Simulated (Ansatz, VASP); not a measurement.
This is a calculation of Cs for Ansatz 0.2.0.

Contents of input.yaml:

```yaml
crystal:
  lattice:
    - [0.0, 3.94833574, 3.94833574]
    - [3.94833574, 0.0, 3.94833574]
    - [3.94833574, 3.94833574, 0.0]
  atoms:
    - { symbol: Cs, position: [0.0, 0.0, 0.0] }
hamiltonian:
  xc: pbesol
  pseudopotentials: { kind: paw }
kpoints:
  mp_grid: { grid: [6, 6, 6] }
scf:
  occupations: { method: gaussian, width: 0.05 }
output:
  forces: true
  stress: true
  eigenvalues: true
```

Potentials or basis: Ansatz PAW.

Launch:

```sh
$ ansatz run input.yaml --threads 1 --pin off --max-ram 3584MiB --backend cpu --events-out ev --progress --plain --runs-dir out
```

Translate it to VASP 6.6.1. Potentials there: VASP PAW PBE potentials, release 64 (Cs_sv).

As run (the cutoff follows the program's own potentials):

INCAR

```
SYSTEM = Cs
ALGO = Fast ; EDIFF = 1E-6
ENCUT = 520 ; GGA = PS
ISIF = 2 ; ISMEAR = 0
LASPH = .True. ; LCHARG = .False.
LREAL = .False. ; LWAVE = .False.
NBANDS = 10 ; NELM = 60
PREC = Accurate ; SIGMA = 0.05
```

KPOINTS

```
k-points
0
Gamma
  6 6 6
  0 0 0
```

The input POSCAR:

```
Cs
1.0
    0.0000000000      3.9483357400      3.9483357400
    3.9483357400      0.0000000000      3.9483357400
    3.9483357400      3.9483357400      0.0000000000
Cs
1
Direct
    0.0000000000      0.0000000000      0.0000000000
```

Potentials or basis: VASP PAW PBE potentials, release 64 (Cs_sv).

Command:

```console
$ cat potpaw_PBE.64/Cs_sv/POTCAR > POTCAR
$ mpirun -np 1 vasp_std > vasp.out
```

Both were run:

|  | VASP | Ansatz | Ansatz less VASP |
| --- | --- | --- | --- |
| gap on the k mesh at the Fermi level (eV) | none | none | - |
| pressure (GPa) | -0.2 | -0.2 | +0.01 |

VASP's potentials were made for PBE, not for PBEsol. A gap of «none» marks a metal or a gap that the smearing closes.

Spin-orbit coupling is off throughout.
